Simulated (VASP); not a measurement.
# BAs5 (P6/mmm) in VASP: further runs

BAs5 is run at these levels: PBE; tasks: single point, relaxation of cell and atoms.

All numbers are computed with VASP 6.6.1; they aren't measurements. Logs are shortened: lines on timing, memory, paths and dates and some standing lists are left out, and cuts for length are marked.

## Step 1: The cell of the first run

The structure is hexagonal, space group P6/mmm (No. 191). Conventional cell: a = 5.252 Å, b = 5.252 Å, c = 5.126 Å, α = 90.00°, β = 90.00°, γ = 120.00°. Within 4.0 Å of B (site symmetry 6/mmm) lie 18 As at 3.03 to 3.67 Å. As (site symmetry mmm) has 8 As at 2.63 to 2.98 Å within 3.5 Å. As (site symmetry -6m2) has 9 As at 2.98 to 3.03 Å and 3 B at 3.03 Å within 3.9 Å.

The cell was built from a structure type or drawn by symmetry, and may not be a known phase.

## Step 2: Single point, PBE

INCAR

```
SYSTEM = BAs5
PREC     = Accurate       ! precision mode
ENCUT    = 520            ! plane-wave cutoff, eV
EDIFF    = 1E-6           ! SCF threshold, eV
ISMEAR   = 0              ! smearing method
SIGMA    = 0.1            ! smearing width, eV
LREAL    = .FALSE.        ! projectors in reciprocal space
LASPH    = .TRUE.         ! aspherical terms in the spheres
NELM     = 60             ! most SCF steps
ALGO     = Normal         ! electronic algorithm
ISIF     = 2              ! what is computed and relaxed
LWAVE    = .FALSE.        ! write WAVECAR
LCHARG   = .TRUE.         ! write CHGCAR
GGA      = PE             ! functional
LELF     = .TRUE.         ! ELF
LVHAR    = .TRUE.       
NBANDS   = 23             ! bands
```

KPOINTS

```
regular mesh
0
G
  12 12 8
  0 0 0
```

POSCAR

```
BAs5
1.0
    5.2515712486      0.0000000027      0.0000000000
   -2.6257856266      4.5479941098      0.0000000000
    0.0000000000      0.0000000000      5.1256002278
B As
1 5
Direct
    0.0000000000      0.0000000000      0.0000000000
    0.5000000000      0.0000000000      0.5000000000
    0.5000000000      0.5000000000      0.5000000000
    0.0000000000      0.5000000000      0.5000000000
    0.3333333333      0.6666666667      0.0000000000
    0.6666666667      0.3333333333      0.0000000000
```

Potentials or basis: VASP PAW PBE potentials, release 64 (B, As).

On the command line:

```bash
cat potpaw_PBE.64/B/POTCAR potpaw_PBE.64/As/POTCAR > POTCAR
mpirun -np 1 vasp_std > vasp.out
```

OUTCAR:

```text
SYSTEM = BAs5
   PREC = Accurate
   ENCUT = 520
   EDIFF = 1E-6
   ISMEAR = 0
   LREAL = .FALSE.
   LASPH = .TRUE.
   NELM = 60
   ISIF = 2
   GGA = PE

 ion  position               nearest neighbor table
   1  0.000  0.000  0.000-
   2  0.500  0.000  0.500-   3 2.63   3 2.63   4 2.63   4 2.63
   3  0.500  0.500  0.500-   4 2.63   4 2.63   2 2.63   2 2.63
   4  0.000  0.500  0.500-   3 2.63   3 2.63   2 2.63   2 2.63
   5  0.333  0.667  0.000-
   6  0.667  0.333  0.000-

  LATTYP: Found a hexagonal cell.
 ALAT       =     5.2515712486
 C/A-ratio  =     0.9760126989

  Lattice vectors:

 A1 = (   5.2515712486,   0.0000000027,   0.0000000000)
 A2 = (  -2.6257856266,   4.5479941098,   0.0000000000)
 A3 = (   0.0000000000,   0.0000000000,   5.1256002278)

Analysis of symmetry for initial positions (statically):
=====================================================================
 Subroutine PRICEL returns:
 Original cell was already a primitive cell.

 Routine SETGRP: Setting up the symmetry group for a
 hexagonal supercell.

 Subroutine GETGRP returns: Found 24 space group operations
 (whereof 24 operations were pure point group operations)
 out of a pool of 24 trial point group operations.

The static configuration has the point symmetry D_6h.

Analysis of symmetry for dynamics (positions and initial velocities):
=====================================================================
 Subroutine PRICEL returns:
 Original cell was already a primitive cell.

 Routine SETGRP: Setting up the symmetry group for a
 hexagonal supercell.

 Subroutine GETGRP returns: Found 24 space group operations
 (whereof 24 operations were pure point group operations)
 out of a pool of 24 trial point group operations.

The dynamic configuration has the point symmetry D_6h.

 Subroutine INISYM returns: Found 24 space group operations
 (whereof 24 operations are pure point group operations),
 and found     1 'primitive' translations

----------------------------------------------------------------------------------------

                                     Primitive cell

  volume of cell :     122.4204

  direct lattice vectors                    reciprocal lattice vectors
     5.251571249  0.000000003  0.000000000     0.190419201  0.109938577  0.000000000
    -2.625785627  4.547994110  0.000000000    -0.000000000  0.219877154  0.000000000
     0.000000000  0.000000000  5.125600228     0.000000000  0.000000000  0.195099102

  length of vectors
     5.251571249  5.251571249  5.125600228     0.219877154  0.219877154  0.195099102

  position of ions in fractional coordinates (direct lattice)
     0.000000000  0.000000000  0.000000000
     0.500000000  0.000000000  0.500000000
     0.500000000  0.500000000  0.500000000
     0.000000000  0.500000000  0.500000000
     0.333333333  0.666666667  0.000000000
     0.666666667  0.333333333  0.000000000

  ion indices of the primitive-cell ions
   primitive index   ion index
                 1           1
                 2           2
                 3           3
                 4           4
                 5           5
                 6           6

----------------------------------------------------------------------------------------

 KPOINTS: regular mesh

Automatic generation of k-mesh.
 Grid dimensions read from file:
 generate k-points for:   12   12    8

 Generating k-lattice:

  Cartesian coordinates                     Fractional coordinates (reciprocal lattice)
     0.015868267  0.009161548  0.000000000     0.083333333  0.000000000  0.000000000
    -0.000000000  0.018323096  0.000000000    -0.000000000  0.083333333  0.000000000
     0.000000000  0.000000000  0.024387388     0.000000000  0.000000000  0.125000000

  Length of vectors
     0.018323096  0.018323096  0.024387388

  Shift w.r.t. Gamma in fractional coordinates (k-lattice)
     0.000000000  0.000000000  0.000000000

 Subroutine IBZKPT returns following result:
 ===========================================

 Found     95 irreducible k-points:

 Following reciprocal coordinates:
            Coordinates               Weight
  0.000000  0.000000  0.000000      1.000000
  0.083333  0.000000  0.000000      6.000000
  0.166667  0.000000  0.000000      6.000000
  0.250000  0.000000  0.000000      6.000000
  0.333333  0.000000  0.000000      6.000000
  0.416667  0.000000  0.000000      6.000000
[... 16 lines left out ...]
  0.250000  0.000000  0.125000     12.000000
  0.333333  0.000000  0.125000     12.000000
 [... further k-points ...]
   k-points           NKPTS =     95   k-points in BZ     NKDIM =     95   number of bands    NBANDS=     23
   number of dos      NEDOS =    301   number of ions     NIONS =      6
   total plane-waves  NPLWV =  64000
   dimension x,y,z NGX =    40 NGY =   40 NGZ =   40
   dimension x,y,z NGXF=    80 NGYF=   80 NGZF=   80
   ions per type =               1   5
   NGX,Y,Z   is equivalent  to a cutoff of  12.66, 12.66, 12.97 a.u.
   NGXF,Y,Z  is equivalent  to a cutoff of  25.33, 25.33, 25.95 a.u.
 SYSTEM =  BAs5
   PREC   = accura    normal or accurate (medium, high low for compatibility)
   ISTART =      0    job   : 0-new  1-cont  2-samecut
   ICHARG =      2    charge: 1-file 2-atom 10-const
   ISPIN  =      1    spin polarized calculation?
   LNONCOLLINEAR =      F non collinear calculations
   LSORBIT =      F    spin-orbit coupling
   LASPH  =      T    aspherical Exc in radial PAW
   ENCUT  =  520.0 eV  38.22 Ry    6.18 a.u.   9.76  9.76  9.53*2*pi/ulx,y,z
   NELM   =     60;   NELMIN=  2; NELMDL= -5     # of ELM steps
   EDIFF  = 0.1E-05   stopping-criterion for ELM
   LREAL  =      F    real-space projection
   EDIFFG = 0.1E-04   stopping-criterion for IOM
   NSW    =      0    number of steps for IOM
   IBRION =     -1    ionic relax: 0-MD 1-quasi-New 2-CG
   NFREE  =      0    steps in history (QN), initial steepest desc. (CG)
   ISIF   =      2    stress and relaxation
   ISYM   =      2    0-nonsym 1-usesym 2-fastsym
   POTIM  = 0.5000    time-step for ionic-motion
   TEBEG  =    0.0;   TEEND  =   0.0 temperature during run
   PSTRESS=    0.0 pullay stress
   NELECT =      28.0000    total number of electrons
   NUPDOWN=      -1.0000    fix difference up-down
   EMIN   =  10.00;   EMAX   =-10.00  energy-range for DOS
   EFERMI =   0.00;   METHOD = LEGACY
   ISMEAR =     0;   SIGMA  =   0.10  broadening in eV -4-tet -1-fermi 0-gaus
   EFERMI_NEDOS =   21; number of points for ismear=-14 and -15
   IALGO  =     38    algorithm
   IMIX   =      4    mixing-type and parameters
     AMIX     =   0.40;   BMIX     =  1.00
     AMIX_MAG =   1.60;   BMIX_MAG =  1.00
  volume/ion in A,a.u.               =      20.40       137.69
  Fermi-wavevector in a.u.,A,eV,Ry     =   1.001174  1.891944 13.637790  1.002349
  Thomas-Fermi vector in A             =   2.133579
   LORBIT       =      0    0 simple, 1 ext, 2 COOP (PROOUT), +10 PAW based schemes
   GGA     = PE    functional components
   LHFCALC =     F    Hartree Fock is set to
   AEXX    =    0.0000 exact exchange contribution
   IVDW    =     0    specifies the selected vdW correction
   LEPSILON=     F    determine dielectric tensor
   LRPA    =     F    only Hartree local field effects (RPA)
 non-spin polarized calculation
 Gauss-broadening in eV      SIGMA  =   0.10
  energy-cutoff  :      520.00
  volume of cell :      122.42
 maximum number of plane-waves:      3343
 NGX is ok and might be reduce to    40
   NGX = 19   NGY = 19   NGZ = 19

 number of electron      28.0000002 magnetization

 Free energy of the ion-electron system (eV)
  ---------------------------------------------------
  ext. energy  EPLUGINS =         0.00000000
  ---------------------------------------------------
  free energy    TOTEN  =       -23.36671065 eV

  energy without entropy =      -23.35304918  energy(sigma->0) =      -23.35987992

 E-fermi :   4.8406     XC(G=0):  -9.9562

 val. band max:        4.8391876069   @ k =   0.3333   0.1667   0.3750
 cond. band min:       4.8485908462   @ k =   0.2500   0.0000   0.5000
 fundamental gap:      0.0094032393
 Fermi energy:         4.8405863670

 k-point     1 :       0.0000    0.0000    0.0000
  band No.  band energies     occupation
      1     -10.0903      2.00000
      2      -5.9171      2.00000
      3      -5.0803      2.00000
      4      -4.1994      2.00000
      5      -4.1994      2.00000
      6      -1.7192      2.00000
[... 15 lines left out ...]
     22       9.9249      0.00000
     23      10.3985      0.00000

 k-point     2 :       0.0833    0.0000    0.0000
  band No.  band energies     occupation
      1     -10.0512      2.00000
      2      -5.8832      2.00000
      3      -5.4273      2.00000
      4      -4.2333      2.00000
      5      -3.9783      2.00000
      6      -1.6788      2.00000
[... 15 lines left out ...]
     22       9.8839      0.00000
     23      10.1185      0.00000

 k-point     3 :       0.1667    0.0000    0.0000
  band No.  band energies     occupation
      1      -9.9351      2.00000
      2      -6.0396      2.00000
      3      -5.7834      2.00000
      4      -4.3211      2.00000
      5      -3.7629      2.00000
      6      -1.5589      2.00000
[... 15 lines left out ...]
     22       9.5996      0.00000
     23       9.8199      0.00000
[... 495 lines left out ...]
 k-point    23 :       0.2500    0.0000    0.1250
  band No.  band energies     occupation
      1      -9.6789      2.00000
      2      -6.6000      2.00000
      3      -5.9374      2.00000
      4      -4.3987      2.00000
      5      -3.9111      2.00000
      6      -1.2802      2.00000
[... 15 lines left out ...]
     22       9.1649      0.00000
     23       9.5189      0.00000

 k-point    24 :       0.3333    0.0000    0.1250
  band No.  band energies     occupation
      1      -9.4318      2.00000
      2      -7.1848      2.00000
      3      -5.7258      2.00000
      4      -4.4987      2.00000
      5      -4.1457      2.00000
      6      -1.5363      2.00000
[... 15 lines left out ...]
     22       8.7130      0.00000
     23       9.1839      0.00000

 [... further k-points ...]

------------------------ aborting loop because EDIFF is reached ----------------------------------------

  FORCE on cell =-STRESS in cart. coord.  units (eV):
  Direction    XX          YY          ZZ          XY          YZ          ZX
  --------------------------------------------------------------------------------------
  -------------------------------------------------------------------------------------
  Total        0.1154235      0.1154235      0.0668681      0.0000000      0.0000000     -0.0000000
  in kB        1.5106048      1.5106048      0.8751362      0.0000000      0.0000000     -0.0000000
  external PRESSURE =       1.2987819 kB  Pullay stress =       0.0000000 kB

 VOLUME and BASIS-vectors are now :
 -----------------------------------------------------------------------------
  energy-cutoff  :      520.00
  volume of cell :      122.42
      direct lattice vectors                 reciprocal lattice vectors
     5.251571249  0.000000003  0.000000000     0.190419201  0.109938577  0.000000000
    -2.625785627  4.547994110  0.000000000    -0.000000000  0.219877154  0.000000000
     0.000000000  0.000000000  5.125600228     0.000000000  0.000000000  0.195099102

 POSITION                                       TOTAL-FORCE (eV/Angst)
 -----------------------------------------------------------------------------------
      0.00000      0.00000      0.00000        -0.000000     -0.000000      0.000000
      2.62579      0.00000      2.56280        -0.000000     -0.000000      0.000000
      1.31289      2.27400      2.56280        -0.000000     -0.000000      0.000000
     -1.31289      2.27400      2.56280        -0.000000     -0.000000      0.000000
     -0.00000      3.03200      0.00000        -0.000000      0.000000      0.000000
      2.62579      1.51600      0.00000         0.000000     -0.000000      0.000000
 -----------------------------------------------------------------------------------
    total drift:                               -0.000000     -0.000000     -0.000000

  FREE ENERGIE OF THE ION-ELECTRON SYSTEM (eV)
  ---------------------------------------------------
  free  energy   TOTEN  =       -23.3667106517 eV

  energy  without entropy=      -23.3530491796  energy(sigma->0) =      -23.35987992
```

It took 2.3 min on 1 thread of Intel Xeon Platinum 8488C (Sapphire Rapids), shared host; peak memory 0.38 GiB.

What came out:

```
Free energy            : -23.3667 eV
Pressure               : 0.1 GPa
Band gap on the k mesh : zero (bands 14 and 15 overlap by 1.81 eV)
```

## Step 3: Relaxation of cell and atoms, PBE

This run uses another cell than the first one, of 22.12 Å³/atom.

INCAR

```
SYSTEM = BAs5
PREC = Accurate ; ENCUT = 600
EDIFF = 1E-6 ; ISMEAR = 0
SIGMA = 0.1 ; LREAL = .FALSE.
LASPH = .TRUE. ; NELM = 60
ALGO = Normal ; ISIF = 3
LWAVE = .FALSE. ; LCHARG = .FALSE.
GGA = PE ; IBRION = 2
NSW = 100 ; EDIFFG = -0.01
```

KPOINTS is that of step 2.

POSCAR

```
BAs5
1.0
    5.6872770300      0.0000000000      0.0000000000
   -2.8436385200      4.9253263900      0.0000000000
    0.0000000000      0.0000000000      4.7386639900
B As
1 5
Direct
    0.0000000000      0.0000000000      0.0000000000
    0.5000000000      0.0000000000      0.5000000000
    0.5000000000      0.5000000000      0.5000000000
    0.0000000000      0.5000000000      0.5000000000
    0.3333333300      0.6666666700      0.0000000000
    0.6666666700      0.3333333300      0.0000000000
```

Potentials or basis: VASP PAW PBE potentials, release 64 (B, As).

On the command line:

```bash
cat potpaw_PBE.64/B/POTCAR potpaw_PBE.64/As/POTCAR > POTCAR
mpirun -np 1 vasp_std > vasp.out
```

Wall time 22 min (1 thread of Intel Xeon Platinum 8488C (Sapphire Rapids), shared host); peak memory 0.48 GiB.

The run converged. Its results:

```yaml
Free_energy: -23.3675 eV
Relaxed_volume: 20.45 Å³/atom
Relaxed_cell: a = 5.259 Å, b = 5.259 Å, c = 5.124 Å, α = 90.00°, β = 90.00°, γ = 120.00°
Space_group_after_relaxing_to_0.1_Å: P6/mmm (No. 191)
Energy_gained_by_relaxing: 58.6 meV/atom
Ionic_steps: 11
Pressure_after_relaxing: 0.0 GPa
Band_gap_on_the_k_mesh: zero (bands 14 and 15 overlap by 1.80 eV)
```

Step by step:
```csv
step,energy change (eV),largest force (eV/Å),pressure (GPa),volume (Å³)
1,0.0000,0.0000,-3.19,132.74
2,-0.0963,0.0000,0.20,124.45
3,-0.0965,0.0000,0.36,124.12
4,-0.1393,0.0000,0.62,123.17
5,-0.2901,0.0000,1.71,120.10
6,0.0034,0.0000,7.44,112.95
7,-0.3148,0.0000,2.61,118.25
8,-0.3376,0.0000,1.56,119.91
9,-0.3394,0.0000,1.19,120.59
10,-0.3482,0.0000,0.63,121.51
11,-0.3515,0.0000,-0.02,122.71
```

Final structure:
```xyz
6
Lattice="5.2587 0.0000 0.0000 -2.6294 4.5542 0.0000 0.0000 0.0000 5.1236" Properties=species:S:1:pos:R:3 pbc="T T T"
B     0.0000    0.0000    0.0000
As    2.6294    0.0000    2.5618
As    1.3147    2.2771    2.5618
As   -1.3147    2.2771    2.5618
As    0.0000    3.0361    0.0000
As    2.6294    1.5181    0.0000
```

Levels at points of the mesh, in eV from the Fermi level:
| k point | band 11 | band 12 | band 13 | band 14 | band 15 | band 16 | band 17 | band 18 |
| --- | --- | --- | --- | --- | --- | --- | --- | --- |
| (0.00, 0.00, 0.00) | -2.32 | -2.32 | -1.45 | -0.69 | -0.69 | -0.41 | -0.41 | 1.31 |
| (0.50, 0.00, 0.00) | -1.48 | -0.96 | -0.79 | -0.69 | -0.32 | 0.33 | 0.99 | 1.29 |
| (0.00, 0.00, 0.50) | -3.80 | -1.94 | -1.94 | -1.69 | -1.18 | 0.36 | 1.80 | 3.09 |
| (0.50, 0.00, 0.50) | -1.08 | -0.85 | -0.28 | -0.04 | 0.28 | 0.28 | 1.13 | 1.23 |
